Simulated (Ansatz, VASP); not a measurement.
Te3MoPt: VASP beside Ansatz

```
Te Mo Pt
1.0
     4.13200    0.00000    0.00000
     0.00000    4.13200    0.00000
     0.00000    0.00000    8.10323
Te Mo Pt
3 1 1
Direct
  0.50000 0.50000 0.07934
  0.00000 0.50000 0.54473
  0.50000 0.00000 0.54473
  0.50000 0.50000 0.76365
  0.00000 0.00000 0.90944
```

Change from the starting cell: species swapped into the CeBPt3 type (P4mm, No. 99).

Alike in both runs: functional PBE; k mesh 4 × 4 × 4; occupations gaussian, width 0.1 eV; no spin polarisation.

Ansatz relaxed the structure, and its values are those at the end. VASP's run is a single point on that final structure, the one shown.

|  | VASP | Ansatz |
| --- | --- | --- |
| version | VASP 6.6.1 | Ansatz 0.2.0 |
| potentials or method | VASP PAW PBE potentials, release 64 (Te, Mo_sv, Pt), cutoff 520 eV | scalar-relativistic, plane waves, PAW |
| valence electrons in the cell | 42 | 80 |

Ansatz gave:

| Property | Result |
| --- | --- |
| gap on the k mesh at the Fermi level (eV) | none |
| pressure (GPa) | 0.1 |
| rms of the force components (eV/Å) | 0.004 |

Problem. What did VASP give for the same quantities?

Solution. gap on the k mesh at the Fermi level (eV): none; pressure (GPa): 0.0; rms of the force components (eV/Å): 0.011.

A gap of «none» marks a metal or a gap that the smearing closes. VASP's potentials hold 42 valence electrons a cell and Ansatz's 80, so a difference there can come from the potentials and not from the codes.

The k mesh is coarse, so the values compare programs but aren't converged. Neither program's run includes spin-orbit coupling.
